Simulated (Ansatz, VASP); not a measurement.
TiO2: VASP beside Ansatz

```
Ti O
1.0
    -1.88897    1.88897    4.93514
     1.88897   -1.88897    4.93514
     1.88897    1.88897   -4.93514
Ti O
2 4
Direct
  0.00000 0.00000 0.00000
  0.75000 0.25000 0.50000
  0.20730 0.20730 0.00000
  0.95730 0.45730 0.50000
  0.54270 0.04270 0.50000
  0.79270 0.79270 0.00000
```

Change from the starting cell: strain +0.000 along x and y, +0.030 along z, atoms carried along.

Alike in both runs: task single point; functional r2SCAN; k mesh 8 × 8 × 8; occupations gaussian, width 0.05 eV; no spin polarisation.

|  | VASP | Ansatz |
| --- | --- | --- |
| version | VASP 6.6.1 | Ansatz 0.2.0 |
| potentials or method | VASP PAW PBE potentials, release 64 (Ti_sv, O), cutoff 520 eV | scalar-relativistic, plane waves, PAW |
| valence electrons in the cell | 48 | 48 |

Ansatz gave:

| Property | Result |
| --- | --- |
| gap on the k mesh at the Fermi level (eV) | 2.51 |
| least direct gap on the mesh (eV) | 2.85 |
| pressure (GPa) | -6.2 |
| traceless stress, the component that is largest in VASP (GPa) | -4.11 |
| rms of the force components (eV/Å) | 0.215 |

Problem. Estimate VASP's values.

Solution. gap on the k mesh at the Fermi level (eV): 2.53; least direct gap on the mesh (eV): 2.87; pressure (GPa): -5.1; traceless stress, the component that is largest in VASP (GPa): -4.42; rms of the force components (eV/Å): 0.207.

VASP's potentials were made for PBE, not for r2SCAN. Atom by atom the forces differ by 0.008 eV/Å (rms over components).
